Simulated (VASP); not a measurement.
Write the native input for VASP 6.6.1 that does the following.

```yaml
Task: single point
Functional: PBEsol
Potentials_or_basis: VASP PAW PBE potentials, release 64 (Tl_d)
Cutoff: 500 eV
k_mesh: 14 × 14 × 14
Occupations: gaussian, width 0.1 eV
Spin: no spin polarisation
Dipole_correction: no
Further_INCAR_settings: ALGO = Normal; EDIFF = 1e-06; NBANDS = 12
```

The structure of Tl lies in POSCAR:

```
Tl
1.0
    0.0000000000      2.4199631691      2.4199631691
    2.4199631691      0.0000000000      2.4199631691
    2.4199631691      2.4199631691      0.0000000000
Tl
1
Direct
    0.0000000000      0.0000000000      0.0000000000
```

This isn't the form of Tl at room conditions, which is hcp.

These files were run (other wordings do the same):

INCAR

```
  ALGO = Normal
  EDIFF = 1E-6
  ENCUT = 500
  GGA = PS
  GGA_COMPAT = F
  ISIF = 2
  ISMEAR = 0
  LASPH = T
  LCHARG = F
  LREAL = F
  LWAVE = F
  NBANDS = 12
  NELM = 120
  PREC = Accurate
  SIGMA = 0.1
```

KPOINTS

```
k-points
0
Gamma
  14 14 14
```

Potentials or basis: VASP PAW PBE potentials, release 64 (Tl_d).

Launch:

```console
$ cat potpaw_PBE.64/Tl_d/POTCAR > POTCAR
$ mpirun -np 1 vasp_std > vasp.out
```

Results of the run:

```yaml
Pressure: 0.0 GPa
Band_gap_on_the_k_mesh: zero (an odd number of electrons rules out a gap without spin polarisation)
```

Caveat: the PAW data sets were made with another functional, which shifts forces and pressure a little; spin-orbit coupling is left out, which moves the levels of the heavy elements.

It took 28 s on 1 thread of AMD EPYC 7R13 Processor (Zen 3), on a shared host, peak memory 0.14 GiB.
